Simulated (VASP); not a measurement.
Ir3C2: single point with PBE

Crystal: Ir3C2.

```
CELL_PARAMETERS angstrom
5.58052 0.00000 0.00000
-2.79026 4.83287 0.00000
0.00000 0.00000 2.74305
ATOMIC_POSITIONS crystal
Ir 0.50000 0.00000 0.70086
Ir 0.00000 0.50000 0.70086
Ir 0.50000 0.50000 0.70086
C 0.66667 0.33333 0.20085
C 0.33333 0.66667 0.20085
```

```json
{"Program": "VASP 6.6.1", "Task": "single point", "Functional": "PBE", "Potentials or basis": "VASP PAW PBE potentials, release 64 (Ir, C)", "Cutoff": "600 eV", "k mesh": "6 × 6 × 4", "Occupations": "gaussian, width 0.1 eV", "Spin": "no spin polarisation", "Dipole correction": "no", "Further INCAR settings": "ALGO = Normal; EDIFF = 1e-06; NBANDS = 26"}
```

```yaml
Pressure: 1.2 GPa
```

Stress tensor (GPa, compression positive):
```
1.27 0.00 0.00
0.00 1.27 0.00
0.00 0.00 1.11
```

Levels at points of the mesh, in eV from the Fermi level:
```tsv
k point	band 14	band 15	band 16	band 17	band 18	band 19	band 20	band 21	band 22	band 23
(0.00, 0.00, 0.00)	-1.43	-1.43	-0.75	-0.44	-0.44	0.12	0.91	2.21	2.21	4.60
(0.50, 0.00, 0.00)	-1.60	-1.55	-0.92	-0.59	-0.11	0.51	0.87	1.53	3.28	4.12
(0.00, 0.00, 0.50)	-2.06	-0.79	-0.79	1.09	1.21	1.21	1.69	4.87	5.59	6.10
(0.50, 0.00, 0.50)	-1.70	-1.39	-0.86	-0.86	1.19	1.29	1.76	4.34	5.55	5.64
```

Run time: 25 s on 1 thread of Intel(R) Xeon(R) 6975P-C (Granite Rapids), with other jobs on the host, peak memory 0.24 GiB.

Caveat: the k points lie up to 0.57 Å⁻¹ apart; spin-orbit coupling is left out, which moves the levels of the heavy elements.
